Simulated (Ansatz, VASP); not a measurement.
## Two plane-wave programs on NaCl

```
CELL_PARAMETERS angstrom
3.50500 0.00000 0.00000
0.00000 3.50500 0.00000
0.00000 0.00000 3.50500
ATOMIC_POSITIONS crystal
Na 0.00293 0.91342 0.92571
Cl 0.49707 0.58658 0.57429
```

Change from the starting cell: all Cl atoms moved 0.8 Å in one direction.

Alike in both runs: task single point; functional PBE; k mesh 6 × 6 × 6; occupations gaussian, width 0.05 eV; no spin polarisation.

|  | VASP | Ansatz |
| --- | --- | --- |
| version | VASP 6.6.1 | Ansatz 0.2.0 |
| potentials or method | VASP PAW PBE potentials, release 64 (Na_pv, Cl), cutoff 520 eV | scalar-relativistic, plane waves, PAW |
| valence electrons in the cell | 14 | 16 |

VASP gave:

| Item | Value |
| --- | --- |
| gap on the k mesh at the Fermi level (eV) | 4.17 |
| least direct gap on the mesh (eV) | 4.64 |
| pressure (GPa) | 6.2 |
| traceless stress, the component that is largest in VASP (GPa) | 4.60 |
| rms of the force components (eV/Å) | 0.737 |

Task: Which values does Ansatz return?

Result: gap on the k mesh at the Fermi level (eV): 4.17; least direct gap on the mesh (eV): 4.65; pressure (GPa): 6.2; traceless stress, the component that is largest in VASP (GPa): 4.54; rms of the force components (eV/Å): 0.725.

Atom by atom the forces differ by 0.011 eV/Å (rms over components). The functional is the same, so the differences come from potentials, cutoffs and numerics. VASP's potentials hold 14 valence electrons a cell and Ansatz's 16, so a difference there can come from the potentials and not from the codes.
